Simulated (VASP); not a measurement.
# TaN in VASP: notebook

TaN is run at these levels: PBEsol; tasks: electric field gradients.

Everything below comes from runs of VASP 6.6.1. Logs are shortened: lines on timing, memory, paths and dates and some standing lists are left out, and cuts for length are marked.

### 1 The cell of the first run

Symmetry: R-3m, No. 166, trigonal system. Conventional cell: a = 3.128 Å, b = 3.128 Å, c = 7.322 Å, α = 90.00°, β = 90.00°, γ = 120.00°. Ta (site symmetry -3m) has 6 N at 2.18 Å within 2.9 Å. Within 2.9 Å of N (site symmetry -3m) lie 6 Ta at 2.18 Å.

### 2 Electric field gradients, PBEsol (equal xy, yz and zx shear strains of -3 %)

File INCAR:

```
PREC = Accurate
ENCUT = 520
EDIFF = 1E-8
ISMEAR = -1
SIGMA = 0.02
LREAL = False
LASPH = True
NELM = 120
ALGO = Normal
ISIF = 2
LWAVE = False
LCHARG = False
GGA = PS
LEFG = True
NBANDS = 16
GGA_COMPAT = False
```

File KPOINTS:

```
regular mesh
0
Gamma
  9 9 9
```

File POSCAR:

```
TaN
1.0
   -0.0653700000      2.1463150000      2.1463150000
    2.1463150000     -0.0653700000      2.1463150000
    2.1463150000      2.1463150000     -0.0653700000
Ta N
1 1
Direct
    0.5000000000      0.5000000000      0.5000000000
    0.0000000000      0.0000000000      0.0000000000
```

Potentials or basis: VASP PAW PBE potentials, release 64 (Ta_sv_GW, N).

Command:

```bash
cat potpaw_PBE.64/Ta_sv_GW/POTCAR potpaw_PBE.64/N/POTCAR > POTCAR
mpirun -np 1 vasp_std > vasp.out
```

OUTCAR:

```text
PREC = Accurate
   ENCUT = 520
   EDIFF = 1E-8
   ISMEAR = -1
   LREAL = False
   LASPH = True
   NELM = 120
   ISIF = 2
   GGA = PS

 ion  position               nearest neighbor table
   1  0.500  0.500  0.500-   2 2.18   2 2.18   2 2.18   2 2.18   2 2.18   2 2.18
   2  0.000  0.000  0.000-   1 2.18   1 2.18   1 2.18   1 2.18   1 2.18   1 2.18

  LATTYP: Found a trigonal (rhomboedric) cell.
 ALAT       =     3.0360516128
 COS(alpha) =     0.4693254694

  Lattice vectors:

 A1 = (  -0.0653700000,   2.1463150000,   2.1463150000)
 A2 = (   2.1463150000,  -0.0653700000,   2.1463150000)
 A3 = (   2.1463150000,   2.1463150000,  -0.0653700000)

Analysis of symmetry for initial positions (statically):
=====================================================================
 Subroutine PRICEL returns:
 Original cell was already a primitive cell.

 Routine SETGRP: Setting up the symmetry group for a
 trigonal (rhombohedral) supercell.

 Subroutine GETGRP returns: Found 12 space group operations
 (whereof 12 operations were pure point group operations)
 out of a pool of 12 trial point group operations.

The static configuration has the point symmetry D_3d.

Analysis of symmetry for dynamics (positions and initial velocities):
=====================================================================
 Subroutine PRICEL returns:
 Original cell was already a primitive cell.

 Routine SETGRP: Setting up the symmetry group for a
 trigonal (rhombohedral) supercell.

 Subroutine GETGRP returns: Found 12 space group operations
 (whereof 12 operations were pure point group operations)
 out of a pool of 12 trial point group operations.

The dynamic configuration has the point symmetry D_3d.

 Subroutine INISYM returns: Found 12 space group operations
 (whereof 12 operations are pure point group operations),
 and found     1 'primitive' translations

----------------------------------------------------------------------------------------

                                     Primitive cell

  volume of cell :      20.6779

  direct lattice vectors                    reciprocal lattice vectors
    -0.065370000  2.146315000  2.146315000    -0.222576018  0.229567935  0.229567935
     2.146315000 -0.065370000  2.146315000     0.229567935 -0.222576018  0.229567935
[... 116 lines left out ...]
 non-spin polarized calculation
  energy-cutoff  :      520.00
  volume of cell :       20.68
 maximum number of plane-waves:       573
   NGX = 11   NGY = 11   NGZ = 11

 number of electron      18.0000001 magnetization

 Free energy of the ion-electron system (eV)
  ---------------------------------------------------
  ext. energy  EPLUGINS =         0.00000000
  ---------------------------------------------------
  free energy    TOTEN  =       -25.74331805 eV

  energy without entropy =      -25.74235655  energy(sigma->0) =      -25.74283730

 E-fermi :  13.9114     XC(G=0): -14.1228

 val. band max:       13.8834933035   @ k =  -0.4444   0.4444   0.3333
 cond. band min:      14.0494508276   @ k =   0.2222   0.2222   0.1111
 fundamental gap:      0.1659575242
 Fermi energy:        13.9113828258

 k-point     1 :       0.0000    0.0000    0.0000
  band No.  band energies     occupation
      1     -55.3699      2.00000
      2     -21.5802      2.00000
      3     -21.5802      2.00000
      4     -21.4885      2.00000
      5      -4.9393      2.00000
      6      10.1296      2.00000
[... 433 lines left out ...]
      3     -21.9054      2.00000
      4     -21.8086      2.00000
      5      -3.6179      2.00000
      6       7.1341      2.00000
[... 8 lines left out ...]
     15      23.4371      0.00000
     16      29.9543      0.00000

 [... further k-points ...]
[... 5 lines left out ...]
  --------------------------------------------------------------------------------------
  -------------------------------------------------------------------------------------
  Total        0.5834512      0.5834512      0.5834512      0.2833667      0.2833667      0.2833667
  in kB       45.2074113     45.2074113     45.2074113     21.9560339     21.9560339     21.9560339
  external PRESSURE =      45.2074113 kB  Pullay stress =       0.0000000 kB

 VOLUME and BASIS-vectors are now :
 -----------------------------------------------------------------------------
  energy-cutoff  :      520.00
  volume of cell :       20.68
      direct lattice vectors                 reciprocal lattice vectors
    -0.065370000  2.146315000  2.146315000    -0.222576018  0.229567935  0.229567935
     2.146315000 -0.065370000  2.146315000     0.229567935 -0.222576018  0.229567935
     2.146315000  2.146315000 -0.065370000     0.229567935  0.229567935 -0.222576018

 POSITION                                       TOTAL-FORCE (eV/Angst)
 -----------------------------------------------------------------------------------
      2.11363      2.11363      2.11363        -0.000000      0.000000     -0.000000
      0.00000      0.00000      0.00000         0.000000     -0.000000      0.000000
 -----------------------------------------------------------------------------------
    total drift:                               -0.000000     -0.000000      0.000000

  FREE ENERGIE OF THE ION-ELECTRON SYSTEM (eV)
  ---------------------------------------------------
  free  energy   TOTEN  =       -25.7433180548 eV

  energy  without entropy=      -25.7423565505  energy(sigma->0) =      -25.74283730

 Electric field gradients (V/A^2)
---------------------------------------------------------------------
 ion       V_xx      V_yy      V_zz      V_xy      V_xz      V_yz
---------------------------------------------------------------------
   1       0.000    -0.000    -0.000     2.258     2.258     2.258
   2       0.000    -0.000    -0.000    -1.166    -1.166    -1.166
---------------------------------------------------------------------

 Electric field gradients after diagonalization (V/A^2)
 (convention: |V_zz| > |V_xx| > |V_yy|)
----------------------------------------------------------------------
 ion       V_xx      V_yy      V_zz     asymmetry (V_yy - V_xx)/ V_zz
----------------------------------------------------------------------
   1      -2.258    -2.258     4.515       0.000
   2       1.166     1.166    -2.332       0.000
----------------------------------------------------------------------

           NMR quadrupolar parameters

 Cq : quadrupolar parameter    Cq=e*Q*V_zz/h
 eta: asymmetry parameters     (V_yy - V_xx)/ V_zz
 Q  : nuclear electric quadrupole moment in mb (millibarn)
----------------------------------------------------------------------
 ion       Cq(MHz)       eta       Q (mb)
----------------------------------------------------------------------
   1       0.011       0.000       1.000
   2      -0.006       0.000       1.000
----------------------------------------------------------------------
```

Run time: 29 s. Hardware: 1 thread of AMD EPYC 7R13 (Zen 3), shared host; peak memory 0.14 GiB.

What came out:

```yaml
Free_energy: -25.7433 eV
Pressure: 4.5 GPa
Band_gap_on_the_k_mesh: zero (bands 9 and 10 overlap by 4.15 eV)
Largest_electric_field_gradient_by_atom: Ta +4.5; N -2.3 V/Å²
```

Levels at points of the mesh, in eV from the Fermi level:
```csv
k point,band 7,band 8,band 9,band 10,band 11,band 12
"(0.00, 0.00, 0.00)",-3.78,-3.53,-2.30,-2.30,-1.57,0.24
```

Electric field gradients, principal values (V/Å²):
| atom | least | middle | greatest (by size) |
| --- | --- | --- | --- |
| 1 Ta | -2.258 | -2.258 | 4.515 |
| 2 N | 1.166 | 1.166 | -2.332 |

Caveat: the cell differs from its parent crystal (equal xy, yz and zx shear strains of -3 %); the cell stands under pressure; without QUAD_EFG the Cq values of the log hold for a quadrupole moment of 1 mb, not for the nuclei; the PAW data sets were made with another functional, which shifts forces and pressure a little; spin-orbit coupling is left out, which moves the levels of the heavy elements.

### 3 Electric field gradients, PBEsol (zz strain of -3 %)

File INCAR:

```
SYSTEM = TaN
PREC     = Accurate       ! precision mode
ENCUT    = 520            ! plane-wave cutoff, eV
EDIFF    = 1E-8           ! SCF threshold, eV
ISMEAR   = -1             ! smearing method
SIGMA    = 0.02           ! smearing width, eV
LREAL    = .FALSE.        ! projectors in reciprocal space
LASPH    = .TRUE.         ! aspherical terms in the spheres
NELM     = 120            ! most SCF steps
ALGO     = Normal         ! electronic algorithm
ISIF     = 2              ! what is computed and relaxed
LWAVE    = .FALSE.        ! write WAVECAR
LCHARG   = .FALSE.        ! write CHGCAR
GGA      = PS             ! functional
LEFG     = .TRUE.       
NBANDS   = 16             ! bands
GGA_COMPAT= .FALSE.
```

File KPOINTS:

```
regular mesh
0
G
  9 9 9
  0 0 0
```

File POSCAR:

```
TaN
1.0
    0.0000000000      2.1790000000      2.1136300000
    2.1790000000      0.0000000000      2.1136300000
    2.1790000000      2.1790000000      0.0000000000
Ta N
1 1
Direct
    0.5000000000      0.5000000000      0.5000000000
    0.0000000000      0.0000000000      0.0000000000
```

Potentials or basis: VASP PAW PBE potentials, release 64 (Ta_sv_GW, N).

Command:

```bash
cat potpaw_PBE.64/Ta_sv_GW/POTCAR potpaw_PBE.64/N/POTCAR > POTCAR
mpirun -np 1 vasp_std > vasp.out
```

OUTCAR:

```text
SYSTEM = TaN
   PREC = Accurate
   ENCUT = 520
   EDIFF = 1E-8
   ISMEAR = -1
   LREAL = .FALSE.
   LASPH = .TRUE.
   NELM = 120
   ISIF = 2
   GGA = PS

 ion  position               nearest neighbor table
   1  0.500  0.500  0.500-   2 2.11   2 2.11   2 2.18   2 2.18   2 2.18   2 2.18
   2  0.000  0.000  0.000-   1 2.11   1 2.11   1 2.18   1 2.18   1 2.18   1 2.18

  LATTYP: Found a body centered tetragonal cell.
 ALAT       =     3.0815713524
 C/A-ratio  =     1.3717871555

  Lattice vectors:

 A1 = (   0.0000000000,  -2.1790000000,  -2.1136300000)
 A2 = (   0.0000000000,   2.1790000000,  -2.1136300000)
 A3 = (   2.1790000000,   0.0000000000,   2.1136300000)

Analysis of symmetry for initial positions (statically):
=====================================================================
 Subroutine PRICEL returns:
 Original cell was already a primitive cell.

 Routine SETGRP: Setting up the symmetry group for a
 body centered tetragonal supercell.

 Subroutine GETGRP returns: Found 16 space group operations
 (whereof 16 operations were pure point group operations)
 out of a pool of 16 trial point group operations.

The static configuration has the point symmetry D_4h.

Analysis of symmetry for dynamics (positions and initial velocities):
=====================================================================
 Subroutine PRICEL returns:
 Original cell was already a primitive cell.

 Routine SETGRP: Setting up the symmetry group for a
 body centered tetragonal supercell.

 Subroutine GETGRP returns: Found 16 space group operations
 (whereof 16 operations were pure point group operations)
 out of a pool of 16 trial point group operations.

[... 151 lines left out ...]
 fundamental gap:      0.0723035581
 Fermi energy:        14.4459074409

 k-point     1 :       0.0000    0.0000    0.0000
  band No.  band energies     occupation
      1     -54.8363      2.00000
      2     -21.0174      2.00000
      3     -21.0174      2.00000
      4     -20.9962      2.00000
      5      -4.7170      2.00000
      6      10.5301      2.00000
[... 433 lines left out ...]
      3     -21.3909      2.00000
      4     -21.3909      2.00000
      5      -3.3738      2.00000
      6       7.7659      2.00000
[... 8 lines left out ...]
     15      24.1055      0.00000
     16      31.3011      0.00000

 [... further k-points ...]
[... 5 lines left out ...]
  --------------------------------------------------------------------------------------
  -------------------------------------------------------------------------------------
  Total        1.1089424      1.1089424      4.3249089      0.0000000     -0.0000000      0.0000000
  in kB       88.5209659     88.5209659    345.2344513      0.0000000     -0.0000000      0.0000000
  external PRESSURE =     174.0921277 kB  Pullay stress =       0.0000000 kB

 VOLUME and BASIS-vectors are now :
 -----------------------------------------------------------------------------
  energy-cutoff  :      520.00
  volume of cell :       20.07
      direct lattice vectors                 reciprocal lattice vectors
     0.000000000  2.179000000  2.113630000    -0.229463056  0.229463056  0.236559852
     2.179000000  0.000000000  2.113630000     0.229463056 -0.229463056  0.236559852
     2.179000000  2.179000000  0.000000000     0.229463056  0.229463056 -0.236559852

 POSITION                                       TOTAL-FORCE (eV/Angst)
 -----------------------------------------------------------------------------------
      2.17900      2.17900      2.11363        -0.000000      0.000000      0.000000
      0.00000      0.00000      0.00000         0.000000      0.000000      0.000000
 -----------------------------------------------------------------------------------
    total drift:                                0.000000     -0.000000      0.000000

  FREE ENERGIE OF THE ION-ELECTRON SYSTEM (eV)
  ---------------------------------------------------
  free  energy   TOTEN  =       -25.6796224095 eV

  energy  without entropy=      -25.6790345269  energy(sigma->0) =      -25.67932847

 Electric field gradients (V/A^2)
---------------------------------------------------------------------
 ion       V_xx      V_yy      V_zz      V_xy      V_xz      V_yz
---------------------------------------------------------------------
   1      84.173    84.173  -168.346     0.000    -0.000    -0.000
   2       6.296     6.296   -12.592    -0.000    -0.000    -0.000
---------------------------------------------------------------------

 Electric field gradients after diagonalization (V/A^2)
 (convention: |V_zz| > |V_xx| > |V_yy|)
----------------------------------------------------------------------
 ion       V_xx      V_yy      V_zz     asymmetry (V_yy - V_xx)/ V_zz
----------------------------------------------------------------------
   1      84.173    84.173  -168.346       0.000
   2       6.296     6.296   -12.592       0.000
----------------------------------------------------------------------

           NMR quadrupolar parameters

 Cq : quadrupolar parameter    Cq=e*Q*V_zz/h
 eta: asymmetry parameters     (V_yy - V_xx)/ V_zz
 Q  : nuclear electric quadrupole moment in mb (millibarn)
----------------------------------------------------------------------
 ion       Cq(MHz)       eta       Q (mb)
----------------------------------------------------------------------
   1      -0.407       0.000       1.000
   2      -0.030       0.000       1.000
----------------------------------------------------------------------
```

It took 30 s on 1 thread of Intel Xeon Platinum 8259CL at 2.50GHz (Skylake/Cascade Lake), shared host; peak memory 0.16 GiB.

What came out:

- Free energy: -25.6796 eV
- Pressure: 17.4 GPa
- Band gap on the k mesh: zero (bands 9 and 10 overlap by 4.05 eV)
- Largest electric field gradient by atom: Ta -168.3; N -12.6 V/Å²

Levels at points of the mesh, in eV from the Fermi level:
```
           k point  band 5  band 6  band 7  band 8  band 9  band 10  band 11  band 12  band 13  band 14
(0.00, 0.00, 0.00)  -19.16   -3.92   -3.92   -3.73   -2.30    -2.30    -1.92    -0.08     0.19     2.37
```

Electric field gradients, principal values (V/Å²):
| atom | least | middle | greatest (by size) |
| --- | --- | --- | --- |
| 1 Ta | 84.173 | 84.173 | -168.346 |
| 2 N | 6.296 | 6.296 | -12.592 |

Caveat: the cell differs from its parent crystal (zz strain of -3 %); the stress differs along the axes, from 9 to 35 GPa; without QUAD_EFG the Cq values of the log hold for a quadrupole moment of 1 mb, not for the nuclei; the PAW data sets were made with another functional, which shifts forces and pressure a little; spin-orbit coupling is left out, which moves the levels of the heavy elements.

(Part 1 of 2 ends here.)

The gap in the log of VASP goes by the Fermi energy; the results here count the filled bands.